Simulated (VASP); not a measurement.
C, 3 atoms in the cell. It takes space group P3_212 (No. 153, trigonal). Conventional cell: a = 2.578 Å, b = 2.578 Å, c = 2.727 Å, α = 90.00°, β = 90.00°, γ = 120.00°. C (site symmetry 2) has 2 C at 1.32 Å within 1.8 Å. 

```yaml
Program: VASP 6.6.1
Task: relaxation of cell and atoms
Functional: PBE
Potentials_or_basis: VASP PAW PBE potentials, release 64 (C)
Cutoff: 600 eV
k_mesh: 6 × 6 × 6
Occupations: gaussian, width 0.1 eV
Spin: no spin polarisation
Dipole_correction: no
Further_INCAR_settings: ALGO = Normal; EDIFF = 1e-07; IBRION = 2; EDIFFG = -0.04; NSW = 90; ISIF = 3
```

Potentials or basis: VASP PAW PBE potentials, release 64 (C).

Command:

```sh
$ cat potpaw_PBE.64/C/POTCAR > POTCAR
$ mpirun -np 1 vasp_std > vasp.out
```

Hardware: 1 thread of Intel Xeon 8259CL, with other jobs on the host.

Q: How long does it take, and how much memory?

A: Run time: 96 s on 1 thread of Intel Xeon 8259CL, on a shared host, peak memory 0.13 GiB. Counts: scf iterations 132, k points 34, ion steps 16.
